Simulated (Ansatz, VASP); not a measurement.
B2P5 in VASP and in Ansatz

```
B P
1.0
     4.57411    0.00000    0.00000
     0.00000    4.57411    0.00000
     0.00000    0.00000    4.78462
B P
2 5
Cartesian
  2.2871 0.0000 2.3923
  0.0000 2.2871 2.3923
  0.0000 0.0000 0.0000
  3.2772 1.2969 3.5220
  1.2969 3.2772 3.5220
  3.2772 3.2772 1.2626
  1.2969 1.2969 1.2626
```

Change from the starting cell: built by hand: pseudocubic CdIn2Se4 (ordered-vacancy zincblende) (P-42m, No. 111).

Alike in both runs: functional PBE; k mesh 4 × 4 × 4; occupations gaussian, width 0.2 eV; no spin polarisation.

Ansatz relaxed the structure, and its values are those at the end. VASP's run is a single point on that final structure, the one shown.

```csv
,VASP,Ansatz
version,VASP 6.6.1,Ansatz 0.2.0
potentials or method,"VASP PAW PBE potentials, release 64 (B, P), cutoff 520 eV","scalar-relativistic, plane waves, PAW"
valence electrons in the cell,31,31
```

```csv
,VASP,Ansatz,Ansatz less VASP
gap on the k mesh at the Fermi level (eV),none,none,-
pressure (GPa),-0.2,0.1,+0.23
rms of the force components (eV/Å),0.020,0.030,+0.0104
```

A gap of «none» marks a metal or a gap that the smearing closes. With one functional, cell and mesh, what is left measures potentials, basis and numerics.
